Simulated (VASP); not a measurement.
A run of VASP 6.6.1 is set up as follows.

INCAR

```
SYSTEM = BN
PREC     = Accurate       ! precision mode
ENCUT    = 520            ! plane-wave cutoff, eV
EDIFF    = 1E-6           ! SCF threshold, eV
ISMEAR   = 0              ! smearing method
SIGMA    = 0.05           ! smearing width, eV
LREAL    = .FALSE.        ! projectors in reciprocal space
LASPH    = .TRUE.         ! aspherical terms in the spheres
NELM     = 80             ! most SCF steps
ALGO     = Normal         ! electronic algorithm
ISIF     = 2              ! what is computed and relaxed
LWAVE    = .FALSE.        ! write WAVECAR
LCHARG   = .FALSE.        ! write CHGCAR
NBANDS   = 16             ! bands
```

Contents of KPOINTS:

```
regular mesh
0
G
  12 12 4
  0 0 0
```

File POSCAR:

```
BN
1.0
    2.5696774614      0.0000000000      0.0000000000
   -1.2848387307      2.2254059611      0.0000000000
    0.0000000000      0.0000000000      6.0906495189
B N
2 2
Direct
    0.3333333333      0.6666666667      0.2500000000
    0.6666666667      0.3333333333      0.7500000000
    0.3333333333      0.6666666667      0.7500000000
    0.6666666667      0.3333333333      0.2500000000
```

Potentials or basis: VASP PAW LDA potentials, release 64 (B, N).

Command:

```sh
$ cat potpaw_LDA.64/B/POTCAR potpaw_LDA.64/N/POTCAR > POTCAR
$ mpirun -np 1 vasp_std > vasp.out
```

**Question.** Predict the pressure.

**Answer.** -21.1 GPa.

**Question.** Estimate the band gap on the k mesh.

**Answer.** 3.80 eV, indirect (least direct gap 4.05 eV).

Stress tensor (GPa, compression positive):
```
-32.60   0.00   0.00
  0.00 -32.60   0.00
  0.00   0.00   1.93
```

 A k mesh can miss the band edges.
